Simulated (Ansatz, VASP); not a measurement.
Two plane-wave programs on Al12H

```
CELL_PARAMETERS angstrom
5.63146 0.00000 0.00000
-2.81573 4.87699 0.00000
0.00000 0.00000 21.66843
ATOMIC_POSITIONS crystal
Al 0.33333 0.16667 0.18460
Al 0.33333 0.66667 0.18460
Al 0.83333 0.16667 0.18460
Al 0.83333 0.66667 0.18460
Al 0.16667 0.33333 0.29005
Al 0.16667 0.83333 0.29005
Al 0.66667 0.33333 0.29005
Al 0.66667 0.83333 0.29005
Al 0.00000 0.00000 0.39543
Al 0.00000 0.50000 0.39543
Al 0.50000 0.00000 0.39543
Al 0.50000 0.50000 0.39543
H 0.16667 0.08333 0.52465
```

Alike in both runs: task single point; functional PBE; dispersion D3(BJ); k mesh 6 × 6 × 1; occupations gaussian, width 0.1 eV; no spin polarisation.

|  | VASP | Ansatz |
| --- | --- | --- |
| version | VASP 6.6.1 | Ansatz 0.2.0 |
| potentials or method | VASP PAW PBE potentials, release 64 (Al, H), cutoff 520 eV | scalar-relativistic, plane waves, PAW |
| valence electrons in the cell | 37 | 37 |

```tsv
	VASP	Ansatz	Ansatz less VASP
gap on the k mesh at the Fermi level (eV)	none	none	-
rms of the force components (eV/Å)	0.265	0.265	0.0000
```

Atom by atom the forces differ by 0.000 eV/Å (rms over components). A gap of «none» marks a metal or a gap that the smearing closes.
